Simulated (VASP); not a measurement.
Crystal: ZnCd5S6.

```
Zn Cd S
1.0
     4.02161    0.00000    0.00000
    -2.01080    3.48281    0.00000
     0.00000    0.00000   19.72671
Zn Cd S
1 5 6
Direct
  0.66667 0.33333 0.33326
  0.33333 0.66667 0.83326
  0.66667 0.33333 0.66686
  0.33333 0.66667 0.16686
  0.00000 0.00000 0.49994
  0.00000 0.00000 0.99994
  0.33333 0.66667 0.95812
  0.66667 0.33333 0.45812
  0.66667 0.33333 0.79171
  0.33333 0.66667 0.29171
  0.00000 0.00000 0.62511
  0.00000 0.00000 0.12511
```

* Program: VASP 6.6.1
* Task: relaxation of cell and atoms
* Functional: PBE
* Potentials or basis: VASP PAW PBE potentials, release 64 (Zn, Cd, S)
* Cutoff: 600 eV
* k mesh: 6 × 6 × 1
* Occupations: gaussian, width 0.1 eV
* Spin: no spin polarisation

At the start: pressure 6.4 GPa; volume 23.03 Å³/atom.

Problem. Where does the relaxation end?

Solution. Over 15 steps the energy falls by 58.5 meV/atom and the volume is 25.14 Å³/atom (+9.2 %); space group P3m1 (No. 156, to 0.1 Å) before and after.

The path:
```csv
step,energy change (eV),largest force (eV/Å),pressure (GPa),volume (Å³)
1,0.0000,1.2684,6.44,276.30
2,-0.5181,0.4596,-1.97,315.00
3,-0.5768,0.6329,-0.28,304.63
4,-0.6108,0.4322,-0.17,303.70
5,-0.6436,0.3737,0.21,301.22
6,-0.6447,0.3550,0.14,301.62
7,-0.6624,0.2449,-0.04,302.45
8,-0.6761,0.2266,-0.38,304.05
9,-0.6868,0.1586,0.13,301.10
10,-0.6871,0.1573,0.22,300.60
11,-0.6942,0.1176,0.08,301.30
12,-0.6975,0.1422,-0.09,302.22
13,-0.7014,0.0735,0.01,301.69
14,-0.7014,0.0740,0.01,301.67
15,-0.7022,0.0232,0.01,301.65
```

Final structure:
```yaml
crystal:
  lattice:
    - [4.13587, 0.00000, 0.00000]
    - [-2.06793, 3.58177, 0.00000]
    - [0.00000, 0.00000, 20.36276]
  atoms:
    - { symbol: Zn, position: [0.66667, 0.33333, 0.33350] }
    - { symbol: Cd, position: [0.33333, 0.66667, 0.83371] }
    - { symbol: Cd, position: [0.66667, 0.33333, 0.66344] }
    - { symbol: Cd, position: [0.33333, 0.66667, 0.17479] }
    - { symbol: Cd, position: [0.00000, 0.00000, 0.49286] }
    - { symbol: Cd, position: [0.00000, 0.00000, 0.00436] }
    - { symbol: S, position: [0.33333, 0.66667, 0.95945] }
    - { symbol: S, position: [0.66667, 0.33333, 0.44891] }
    - { symbol: S, position: [0.66667, 0.33333, 0.78915] }
    - { symbol: S, position: [0.33333, 0.66667, 0.30099] }
    - { symbol: S, position: [0.00000, 0.00000, 0.61879] }
    - { symbol: S, position: [0.00000, 0.00000, 0.13006] }
```
